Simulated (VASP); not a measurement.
Runs of VASP 6.6.1 on Ge. It takes space group Cmcm (No. 63, orthorhombic). Conventional cell: a = 2.976 Å, b = 5.189 Å, c = 4.728 Å, α = 90.00°, β = 90.00°, γ = 90.00°. Ge (site symmetry m2m) has 12 Ge at 2.92 to 2.99 Å within 3.9 Å. 

```csv
k mesh,gap on the mesh (eV),pressure (GPa),largest force (eV/Å)
9 × 9 × 5,none,(a),0.01
4 × 4 × 2,none,-3.2,0.01
11 × 11 × 6,none,0.6,-
3 × 3 × 2,none,-4.9,0.01
5 × 5 × 3,none,(b),0.01
```

Alike in all rows: task single point; level PBEsol; potentials or basis VASP PAW PBE potentials, release 64 (Ge_d); no spin polarisation; cell as given; cutoff (eV) 500; smearing fermi-dirac 0.15 eV.

Fill in the values left out.

(a) 0.1; (b) 1.4.

Caveats: some runs use coarse meshes; the PAW data sets were made with another functional, which shifts forces and pressure a little.

A k mesh can miss the band edges, and the runs leave out spin-orbit coupling on Ge.

A gap of «none» marks levels without a gap at the run's occupations.
